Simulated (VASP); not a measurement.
Here is a VASP 6.6.1 calculation.

Contents of INCAR:

```
PREC = Accurate ; ENCUT = 700
EDIFF = 1E-6 ; ISMEAR = -1
SIGMA = 0.05 ; LREAL = F
LASPH = T ; NELM = 120
ALGO = Normal ; ISIF = 2
LWAVE = F ; LCHARG = T
GGA = PE ; LELF = T
LVHAR = T ; NBANDS = 24
GGA_COMPAT = F
```

File KPOINTS:

```
regular mesh
0
Gamma
  9 9 9
```

POSCAR

```
CdF2
1.0
    0.0000000000      2.5647590230      2.5647590230
    2.5647590230      0.0000000000      2.5647590230
    2.5647590230      2.5647590230      0.0000000000
Cd F
1 2
Direct
    0.0000000000      0.0000000000      0.0000000000
    0.7500000000      0.7500000000      0.7500000000
    0.2500000000      0.2500000000      0.2500000000
```

Potentials or basis: VASP PAW PBE potentials, release 64 (Cd_sv_GW, F).

Command:

```bash
$ cat potpaw_PBE.64/Cd_sv_GW/POTCAR potpaw_PBE.64/F/POTCAR > POTCAR
$ mpirun -np 1 vasp_std > vasp.out
```

**Question.** Estimate the band gap on the k mesh.

**Answer.** 3.66 eV (least direct gap 3.91 eV).

**Question.** Estimate the pressure.

**Answer.** 29.6 GPa.

Caveat: the cell stands under pressure; an odd mesh through Γ misses points on the zone boundary, where band edges can lie.
